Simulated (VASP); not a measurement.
**Se: single point with r2SCAN**

Se:

```
Se
1.0
     0.00000    2.19880    2.19880
     2.19880    0.00000    2.19880
     2.19880    2.19880    0.00000
Se
1
Direct
  0.00000 0.00000 0.00000
```

This isn't the form of Se at room conditions, which is trigonal, of chains.

```yaml
Program: VASP 6.6.1
Task: single point
Functional: r2SCAN
Potentials_or_basis: VASP PAW PBE potentials, release 64 (Se)
Cutoff: 520 eV
k_mesh: 14 × 14 × 14
Occupations: fermi-dirac, width 0.1 eV
Spin: no spin polarisation
```

```
Pressure               : -2.7 GPa
Band gap on the k mesh : zero (bands 3 and 4 overlap by 4.95 eV)
```

Levels at points of the mesh, in eV from the Fermi level:
| k point | band 1 | band 2 | band 3 | band 4 | band 5 | band 6 | band 7 |
| --- | --- | --- | --- | --- | --- | --- | --- |
| (0.00, 0.00, 0.00) | -16.30 | 2.91 | 2.91 | 2.91 | 11.79 | 12.58 | 12.58 |
| (0.50, 0.00, 0.00) | -13.21 | -6.54 | 1.67 | 1.67 | 9.13 | 11.73 | 11.73 |
| (0.50, 0.50, 0.00) | -12.02 | -5.73 | -0.82 | -0.82 | 5.71 | 6.62 | 23.17 |

Wall time 27 s on 1 thread of Intel(R) Xeon(R) Platinum 8375C CPU @ 2.90GHz (Ice Lake), on a shared host, peak memory 0.15 GiB.

Caveat: the PAW data sets were made with another functional, which shifts forces and pressure a little.
